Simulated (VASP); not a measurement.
Write the native input for VASP 6.6.1 that does the following.

```yaml
Task: single point
Functional: LDA
Potentials_or_basis: VASP PAW LDA potentials, release 64 (Zn, O)
Cutoff: 600 eV
k_mesh: 6 × 6 × 6
Occupations: gaussian, width 0.05 eV
Spin: no spin polarisation
Dipole_correction: no
Further_INCAR_settings: ALGO = Normal; EDIFF = 1e-06; NBANDS = 60
```

The structure of ZnO2 lies in POSCAR:

```
ZnO2
1.0
    4.8341317217      0.0000000000      0.0000000000
    0.0000000000      4.8341317217      0.0000000000
    0.0000000000      0.0000000000      4.8341317217
Zn O
4 8
Direct
    0.0000000000      0.5000000000      0.5000000000
    0.5000000000      0.5000000000      0.0000000000
    0.5000000000      0.0000000000      0.5000000000
    0.0000000000      0.0000000000      0.0000000000
    0.4124106084      0.0875893916      0.9124106084
    0.0875893916      0.9124106084      0.4124106084
    0.9124106084      0.4124106084      0.0875893916
    0.5875893916      0.5875893916      0.5875893916
    0.4124106084      0.4124106084      0.4124106084
    0.0875893916      0.5875893916      0.9124106084
    0.9124106084      0.0875893916      0.5875893916
    0.5875893916      0.9124106084      0.0875893916
```

The input as run:

INCAR

```
PREC     = Accurate       # precision mode
ENCUT    = 600            # plane-wave cutoff, eV
EDIFF    = 1E-6           # SCF threshold, eV
ISMEAR   = 0              # smearing method
SIGMA    = 0.05           # smearing width, eV
LREAL    = F              # projectors in reciprocal space
LASPH    = T              # aspherical terms in the spheres
NELM     = 120            # most SCF steps
ALGO     = Normal         # electronic algorithm
ISIF     = 2              # what is computed and relaxed
LWAVE    = F              # write WAVECAR
LCHARG   = T              # write CHGCAR
LELF     = T              # ELF
LVHAR    = T            
NBANDS   = 60             # bands
GGA_COMPAT= F
```

KPOINTS

```
regular mesh
0
Gamma
  6 6 6
```

Potentials or basis: VASP PAW LDA potentials, release 64 (Zn, O).

Launch:

```sh
$ cat potpaw_LDA.64/Zn/POTCAR potpaw_LDA.64/O/POTCAR > POTCAR
$ mpirun -np 1 vasp_std > vasp.out
```

It gave:

```
Pressure               : -2.2 GPa
Largest force          : 0.146 eV/Å
Band gap on the k mesh : 2.25 eV, indirect (least direct gap 2.40 eV)
```

Wall time 100 s on 1 thread of Intel(R) Xeon(R) 6975P-C (Granite Rapids), with other jobs on the host, peak memory 0.27 GiB.
